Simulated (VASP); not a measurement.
Se: single point with LDA

The system is Se.

```xyz
2
Lattice="1.3943 -4.0390 0.0000 1.3943 4.0390 0.0000 0.0000 0.0000 4.6134" Properties=species:S:1:pos:R:3 pbc="T T T"
Se    1.3943   -3.5192    1.1534
Se    1.3943    3.5192    3.4601
```

```yaml
Program: VASP 6.6.1
Task: single point
Functional: LDA
Potentials_or_basis: VASP PAW LDA potentials, release 64 (Se)
Cutoff: 520 eV
k_mesh: 6 × 6 × 4
Occupations: gaussian, width 0.1 eV
Spin: no spin polarisation
Dipole_correction: no
Further_INCAR_settings: ALGO = Normal; EDIFF = 1e-06; NBANDS = 13
```

```json
{"Pressure": "-2.5 GPa", "Largest force": "0.404 eV/Å", "Band gap on the k mesh": "zero (band 6 reaches 5.26 eV, above the bottom of band 7 at 2.17 eV)"}
```

Forces on the atoms (eV/Å):
```
Se   0.000 -0.404  0.000
Se   0.000  0.404  0.000
```

Stress tensor (GPa, compression positive):
```
 1.23  0.00  0.00
 0.00 -2.81  0.00
 0.00  0.00 -5.78
```

Levels at points of the mesh, in eV from the Fermi level:
| k point | band 3 | band 4 | band 5 | band 6 | band 7 | band 8 | band 9 | band 10 |
| --- | --- | --- | --- | --- | --- | --- | --- | --- |
| (0.00, 0.00, 0.00) | -6.51 | -2.29 | -2.09 | 2.04 | 2.38 | 4.39 | 5.30 | 6.76 |
| (0.50, 0.00, 0.00) | -6.59 | -4.61 | -3.55 | -1.12 | -0.29 | 3.24 | 4.95 | 5.69 |
| (0.50, 0.50, 0.00) | -6.19 | -4.25 | -2.05 | 0.67 | 1.85 | 4.49 | 8.47 | 10.64 |
| (0.00, 0.00, 0.50) | -3.68 | -3.68 | 0.23 | 0.23 | 3.07 | 3.07 | 4.81 | 4.81 |
| (0.50, 0.00, 0.50) | -5.36 | -5.36 | -2.49 | -2.49 | 2.37 | 2.37 | 5.25 | 5.25 |
| (0.50, 0.50, 0.50) | -5.25 | -5.25 | 0.97 | 0.97 | 2.97 | 2.97 | 7.96 | 7.96 |

Wall time 26 s on 1 thread of Intel(R) Xeon(R) Platinum 8375C CPU @ 2.90GHz (Ice Lake), on a shared host, peak memory 0.15 GiB.

Caveat: the k points lie up to 0.40 Å⁻¹ apart.
